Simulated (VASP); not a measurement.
Wanted: the native input for a VASP 6.6.1 run.

- Task: single point
- Functional: BLYP
- Dispersion: D3(BJ)
- Potentials or basis: VASP PAW PBE potentials, release 64 (Mo_sv)
- Cutoff: 520 eV
- k mesh: 11 × 11 × 11
- Occupations: fermi-dirac, width 0.05 eV
- Spin: non-collinear spin, zero start, spin-orbit coupling
- Starting moments: [[0.0, 0.0, 0.0]] μB
- Dipole correction: no
- Further INCAR settings: ALGO = Normal; EDIFF = 1e-06; NBANDS = 25

The structure of Mo lies in POSCAR:

```
Mo
1.0
    0.0000000000      2.0545198372      2.0545198372
    2.0545198372      0.0000000000      2.0545198372
    2.0545198372      2.0545198372      0.0000000000
Mo
1
Direct
    0.0000000000      0.0000000000      0.0000000000
```

These files were run (other wordings do the same):

INCAR

```
PREC = Accurate ; ENCUT = 520
EDIFF = 1E-6 ; ISMEAR = -1
SIGMA = 0.05 ; LREAL = False
LASPH = True ; NELM = 150
ALGO = Normal ; ISIF = 2
LWAVE = False ; LCHARG = False
MAGMOM = 0 0 0 ; LORBIT = 11
LSORBIT = True ; GGA_COMPAT = False
LORBMOM = True ; LMAXMIX = 4
GGA = B5 ; ALDAX = 1.0
AGGAX = 1.0 ; AGGAC = 1.0
ALDAC = 0.0 ; IVDW = 12
VDW_S6 = 1.0 ; VDW_S8 = 2.6996
VDW_A1 = 0.4298 ; VDW_A2 = 4.2359
NBANDS = 25
```

KPOINTS

```
Automatic mesh
0
Gamma
  11 11 11
```

Potentials or basis: VASP PAW PBE potentials, release 64 (Mo_sv).

Launch:

```sh
$ cat potpaw_PBE.64/Mo_sv/POTCAR > POTCAR
$ mpirun -np 1 vasp_ncl > vasp.out
```

Results of the run:

The pressure is -21.6 GPa, the net moment is 0.00 μB per cell and the valence electrons inside the program's atomic spheres are Mo 12.38. The dispersion energy per atom is -1.511 eV.

Caveat: three body term missing; the PAW data sets were made with another functional, which shifts forces and pressure a little.

Run time: 42 s on 1 thread of Intel(R) Xeon(R) Platinum 8375C CPU @ 2.90GHz (Ice Lake) (shared host), peak memory 0.22 GiB.
